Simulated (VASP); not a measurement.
Runs of VASP 6.6.1 on BePd. The structure is that of space group Pm-3m (No. 221), or close to it. The cells are those of the table. 

```csv
cell,gap on the mesh (eV),pressure (GPa)
"a = 2.813 Å, 2 atoms",none,-7.4
"a = 2.794 Å, 2 atoms",none,-3.8
"a = 2.850 Å, 2 atoms",none,(a)
"a = 2.822 Å, 2 atoms",none,(b)
"a = 2.868 Å, 2 atoms",none,-15.9
```

Alike in all rows: task electric field gradients; level LDA; potentials or basis VASP PAW LDA potentials, release 64 (Be, Pd); no spin polarisation; k mesh 12 × 12 × 12; cutoff (eV) 520; smearing fermi-dirac 0.08 eV.

Fill in the values left out.

(a) -13.4; (b) -9.0.

Caveats: the cell stands under tension.

A k mesh can miss the band edges, and the runs leave out spin-orbit coupling on Pd.

A gap of «none» marks levels without a gap at the run's occupations.
